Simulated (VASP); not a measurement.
# EuI3 (Fm-3m) in VASP: single point with PBE

Aim: the single point of EuI3 with PBE.

Everything below comes from runs of VASP 6.6.1. Logs are shortened: lines on timing, memory, paths and dates and some standing lists are left out, and cuts for length are marked.

## Step 1: The cell of the first run

Symmetry: Fm-3m, No. 225, cubic system. The conventional cell has a = 7.541 Å, b = 7.541 Å, c = 7.541 Å, α = 90.00°, β = 90.00°, γ = 90.00°. Eu (site symmetry m-3m) has 14 I at 3.27 to 3.77 Å within 4.3 Å. Within 4.3 Å of I (site symmetry m-3m) lie 8 I at 3.27 Å and 6 Eu at 3.77 Å. Within 4.3 Å of I (site symmetry -43m) lie 4 Eu at 3.27 Å and 10 I at 3.27 to 3.77 Å.

## Step 2: Single point, PBE, collinear spin, ferromagnetic start

Input file INCAR:

```
SYSTEM = EuI3
ALGO = Normal
EDIFF = 1E-6
ENCUT = 520
GGA = PE
ISIF = 2
ISMEAR = -1
ISPIN = 2
LASPH = .TRUE.
LCHARG = .FALSE.
LMAXMIX = 6
LORBIT = 11
LREAL = .FALSE.
LWAVE = .FALSE.
MAGMOM = 7 0 0 0
NBANDS = 31
NELM = 150
PREC = Accurate
SIGMA = 0.05
```

Input file KPOINTS:

```
k-points
0
G
  6 6 6
  0 0 0
```

Input file POSCAR:

```
EuI3
1.0
    0.0000000000      3.7705732434      3.7705732434
    3.7705732434      0.0000000000      3.7705732434
    3.7705732434      3.7705732434      0.0000000000
Eu I
1 3
Direct
    0.0000000000      0.0000000000      0.0000000000
    0.5000000000      0.5000000000      0.5000000000
    0.2500000000      0.2500000000      0.2500000000
    0.7500000000      0.7500000000      0.7500000000
```

Potentials or basis: VASP PAW PBE potentials, release 64 (Eu, I).

Started as:

```bash
$ cat potpaw_PBE.64/Eu/POTCAR potpaw_PBE.64/I/POTCAR > POTCAR
$ mpirun -np 1 vasp_std > vasp.out
```

OUTCAR:

```text
SYSTEM = EuI3
   EDIFF = 1E-6
   ENCUT = 520
   GGA = PE
   ISIF = 2
   ISMEAR = -1
   ISPIN = 2
   LASPH = .TRUE.
   LORBIT = 11
   LREAL = .FALSE.
   NELM = 150
   PREC = Accurate

 ion  position               nearest neighbor table
   1  0.000  0.000  0.000-   4 3.27   4 3.27   4 3.27   3 3.27   4 3.27   3 3.27   3 3.27   3 3.27

   2  0.500  0.500  0.500-   3 3.27   3 3.27   3 3.27   3 3.27   4 3.27   4 3.27   4 3.27   4 3.27

   3  0.250  0.250  0.250-   1 3.27   1 3.27   1 3.27   1 3.27   2 3.27   2 3.27   2 3.27   2 3.27

   4  0.750  0.750  0.750-   2 3.27   2 3.27   2 3.27   1 3.27   2 3.27   1 3.27   1 3.27   1 3.27

  LATTYP: Found a face centered cubic cell.
 ALAT       =     7.5411464868

  Lattice vectors:

 A1 = (   0.0000000000,   3.7705732434,   3.7705732434)
 A2 = (   3.7705732434,   0.0000000000,   3.7705732434)
 A3 = (   3.7705732434,   3.7705732434,   0.0000000000)

Analysis of symmetry for initial positions (statically):
=====================================================================
 Subroutine PRICEL returns:
 Original cell was already a primitive cell.

 Routine SETGRP: Setting up the symmetry group for a
 face centered cubic supercell.

 Subroutine GETGRP returns: Found 48 space group operations
 (whereof 48 operations were pure point group operations)
 out of a pool of 48 trial point group operations.

The static configuration has the point symmetry O_h .

Analysis of symmetry for dynamics (positions and initial velocities):
=====================================================================
 Subroutine PRICEL returns:
 Original cell was already a primitive cell.

 Routine SETGRP: Setting up the symmetry group for a
 face centered cubic supercell.

 Subroutine GETGRP returns: Found 48 space group operations
 (whereof 48 operations were pure point group operations)
 out of a pool of 48 trial point group operations.

The dynamic configuration has the point symmetry O_h .

Analysis of structural, dynamic, and magnetic symmetry:
=====================================================================
 Subroutine PRICEL returns:
 Original cell was already a primitive cell.

 Routine SETGRP: Setting up the symmetry group for a
 face centered cubic supercell.

 Subroutine GETGRP returns: Found 48 space group operations
 (whereof 48 operations were pure point group operations)
 out of a pool of 48 trial point group operations.

The overall configuration has the point symmetry O_h .

 Subroutine INISYM returns: Found 48 space group operations
 (whereof 48 operations are pure point group operations),
 and found     1 'primitive' translations

----------------------------------------------------------------------------------------

                                     Primitive cell

  volume of cell :     107.2142

  direct lattice vectors                    reciprocal lattice vectors
     0.000000000  3.770573243  3.770573243    -0.132605831  0.132605831  0.132605831
     3.770573243  0.000000000  3.770573243     0.132605831 -0.132605831  0.132605831
     3.770573243  3.770573243  0.000000000     0.132605831  0.132605831 -0.132605831

  length of vectors
     5.332395819  5.332395819  5.332395819     0.229680037  0.229680037  0.229680037

  position of ions in fractional coordinates (direct lattice)
     0.000000000  0.000000000  0.000000000
     0.500000000  0.500000000  0.500000000
     0.250000000  0.250000000  0.250000000
     0.750000000  0.750000000  0.750000000

  ion indices of the primitive-cell ions
   primitive index   ion index
                 1           1
                 2           2
                 3           3
                 4           4

----------------------------------------------------------------------------------------

 KPOINTS: k-points

Automatic generation of k-mesh.
 Grid dimensions read from file:
 generate k-points for:    6    6    6

 Generating k-lattice:

  Cartesian coordinates                     Fractional coordinates (reciprocal lattice)
    -0.022100972  0.022100972  0.022100972     0.166666667  0.000000000  0.000000000
     0.022100972 -0.022100972  0.022100972     0.000000000  0.166666667  0.000000000
     0.022100972  0.022100972 -0.022100972     0.000000000  0.000000000  0.166666667

  Length of vectors
     0.038280006  0.038280006  0.038280006

  Shift w.r.t. Gamma in fractional coordinates (k-lattice)
     0.000000000  0.000000000  0.000000000

 Subroutine IBZKPT returns following result:
 ===========================================

 Found     16 irreducible k-points:

 Following reciprocal coordinates:
            Coordinates               Weight
  0.000000  0.000000  0.000000      1.000000
  0.166667  0.000000  0.000000      8.000000
  0.333333  0.000000  0.000000      8.000000
  0.500000  0.000000  0.000000      4.000000
  0.166667  0.166667  0.000000      6.000000
  0.333333  0.166667  0.000000     24.000000
[... 8 lines left out ...]
 -0.333333  0.333333  0.166667     24.000000
 -0.333333  0.500000  0.166667     12.000000
   k-points           NKPTS =     16   k-points in BZ     NKDIM =     16   number of bands    NBANDS=     31
   number of dos      NEDOS =    301   number of ions     NIONS =      4
   total plane-waves  NPLWV =  64000
   dimension x,y,z NGX =    40 NGY =   40 NGZ =   40
   dimension x,y,z NGXF=    80 NGYF=   80 NGZF=   80
   ions per type =               1   3
   NGX,Y,Z   is equivalent  to a cutoff of  12.47, 12.47, 12.47 a.u.
   NGXF,Y,Z  is equivalent  to a cutoff of  24.94, 24.94, 24.94 a.u.
 SYSTEM =  EuI3
   PREC   = accura    normal or accurate (medium, high low for compatibility)
   ISTART =      0    job   : 0-new  1-cont  2-samecut
   ICHARG =      2    charge: 1-file 2-atom 10-const
   ISPIN  =      2    spin polarized calculation?
   LNONCOLLINEAR =      F non collinear calculations
   LSORBIT =      F    spin-orbit coupling
   LASPH  =      T    aspherical Exc in radial PAW
   ENCUT  =  520.0 eV  38.22 Ry    6.18 a.u.   9.91  9.91  9.91*2*pi/ulx,y,z
   NELM   =    150;   NELMIN=  2; NELMDL= -5     # of ELM steps
   EDIFF  = 0.1E-05   stopping-criterion for ELM
   LREAL  =      F    real-space projection
   EDIFFG = 0.1E-04   stopping-criterion for IOM
   NSW    =      0    number of steps for IOM
   IBRION =     -1    ionic relax: 0-MD 1-quasi-New 2-CG
   NFREE  =      0    steps in history (QN), initial steepest desc. (CG)
   ISIF   =      2    stress and relaxation
   ISYM   =      2    0-nonsym 1-usesym 2-fastsym
   POTIM  = 0.5000    time-step for ionic-motion
   TEBEG  =    0.0;   TEEND  =   0.0 temperature during run
   PSTRESS=    0.0 pullay stress
   NELECT =      38.0000    total number of electrons
   NUPDOWN=      -1.0000    fix difference up-down
   EMIN   =  10.00;   EMAX   =-10.00  energy-range for DOS
   EFERMI =   0.00;   METHOD = LEGACY
   ISMEAR =    -1;   SIGMA  =   0.05  broadening in eV -4-tet -1-fermi 0-gaus
   EFERMI_NEDOS =   21; number of points for ismear=-14 and -15
   IALGO  =     38    algorithm
   IMIX   =      4    mixing-type and parameters
     AMIX     =   0.40;   BMIX     =  1.00
     AMIX_MAG =   1.60;   BMIX_MAG =  1.00
  volume/ion in A,a.u.               =      26.80       180.88
  Fermi-wavevector in a.u.,A,eV,Ry     =   1.158560  2.189362 18.262583  1.342262
  Thomas-Fermi vector in A             =   2.295161
   LORBIT       =     11    0 simple, 1 ext, 2 COOP (PROOUT), +10 PAW based schemes
   GGA     = PE    functional components
   LHFCALC =     F    Hartree Fock is set to
   AEXX    =    0.0000 exact exchange contribution
   IVDW    =     0    specifies the selected vdW correction
   LEPSILON=     F    determine dielectric tensor
   LRPA    =     F    only Hartree local field effects (RPA)
 spin polarized calculation
  energy-cutoff  :      520.00
  volume of cell :      107.21
 maximum number of plane-waves:      2902
   NGX = 19   NGY = 19   NGZ = 19

 number of electron      38.0000007 magnetization       6.1534264

 Free energy of the ion-electron system (eV)
  ---------------------------------------------------
  ext. energy  EPLUGINS =         0.00000000
  ---------------------------------------------------
  free energy    TOTEN  =       -18.21759862 eV

  energy without entropy =      -18.18315640  energy(sigma->0) =      -18.20037751

 E-fermi :   7.1921     XC(G=0): -10.4173

 val. band max:        7.1845257081   @ k =  -0.3333   0.3333   0.1667
 cond. band min:       7.2089403459   @ k =  -0.3333   0.3333   0.0000
 fundamental gap:      0.0244146378
 Fermi energy:         7.1920540213

 spin component 1

 k-point     1 :       0.0000    0.0000    0.0000
  band No.  band energies     occupation
      1     -34.0872      1.00000
      2     -12.7979      1.00000
      3     -12.7979      1.00000
      4     -12.7979      1.00000
      5      -7.4424      1.00000
      6      -4.9016      1.00000
[... 533 lines left out ...]
     30      13.1793      0.00000
     31      13.6927      0.00000
 Fermi energy:         7.1920540213

 spin component 2

 k-point     1 :       0.0000    0.0000    0.0000
  band No.  band energies     occupation
      1     -31.0810      1.00000
      2     -10.6528      1.00000
      3     -10.6528      1.00000
      4     -10.6528      1.00000
      5      -7.5533      1.00000
      6      -5.0112      1.00000
[... 533 lines left out ...]
     30      13.4953      0.00000
     31      14.0043      0.00000

------------------------ aborting loop because EDIFF is reached ----------------------------------------

  FORCE on cell =-STRESS in cart. coord.  units (eV):
  Direction    XX          YY          ZZ          XY          YZ          ZX
  --------------------------------------------------------------------------------------
  -------------------------------------------------------------------------------------
  Total       10.1310492     10.1310492     10.1310492     -0.0000000      0.0000000     -0.0000000
  in kB      151.3954648    151.3954648    151.3954648     -0.0000000      0.0000000     -0.0000000
  external PRESSURE =     151.3954648 kB  Pullay stress =       0.0000000 kB

 VOLUME and BASIS-vectors are now :
 -----------------------------------------------------------------------------
  energy-cutoff  :      520.00
  volume of cell :      107.21
      direct lattice vectors                 reciprocal lattice vectors
     0.000000000  3.770573243  3.770573243    -0.132605831  0.132605831  0.132605831
     3.770573243  0.000000000  3.770573243     0.132605831 -0.132605831  0.132605831
     3.770573243  3.770573243  0.000000000     0.132605831  0.132605831 -0.132605831

 POSITION                                       TOTAL-FORCE (eV/Angst)
 -----------------------------------------------------------------------------------
      0.00000      0.00000      0.00000        -0.000000     -0.000000     -0.000000
      3.77057      3.77057      3.77057        -0.000000     -0.000000     -0.000000
      1.88529      1.88529      1.88529         0.000000      0.000000      0.000000
      5.65586      5.65586      5.65586        -0.000000     -0.000000     -0.000000
 -----------------------------------------------------------------------------------
    total drift:                               -0.000000      0.000000      0.000000

  FREE ENERGIE OF THE ION-ELECTRON SYSTEM (eV)
  ---------------------------------------------------
  free  energy   TOTEN  =       -18.2175986238 eV

  energy  without entropy=      -18.1831564038  energy(sigma->0) =      -18.20037751

 total charge

# of ion       s       p       d       f       tot
--------------------------------------------------
    1        2.032   5.739   0.350   6.546  14.667
    2        1.543   2.760   0.050   0.000   4.354
    3        1.527   2.795   0.054   0.000   4.375
    4        1.527   2.795   0.054   0.000   4.375
--------------------------------------------------
tot          6.628  14.089   0.508   6.546  27.771

 magnetization (x)

# of ion       s       p       d       f       tot
--------------------------------------------------
    1       -0.012  -0.113   0.061   6.494   6.429
    2       -0.007  -0.196  -0.000   0.000  -0.203
    3       -0.005  -0.110   0.001   0.000  -0.114
    4       -0.005  -0.110   0.001   0.000  -0.114
--------------------------------------------------
tot         -0.029  -0.528   0.062   6.494   5.998
```

It took 1.9 min on 1 thread of AMD EPYC 9R45 (Zen 5), shared host; peak memory 0.3 GiB.

What came out:

* Free energy: -18.2176 eV
* Pressure: 15.1 GPa
* Net moment: 6.15 μB per cell
* Site moments: Eu +6.43; I -0.20, -0.11 μB
* Valence electrons inside the program's atomic spheres: Eu 14.67; I 4.35, 4.38

Caveat: spin-orbit coupling is left out, which moves the levels of the heavy elements; without U or exact exchange the open f shell lies at the Fermi level, which spoils levels, moments and volumes. The state reached can hang on the start; a lower one may exist.
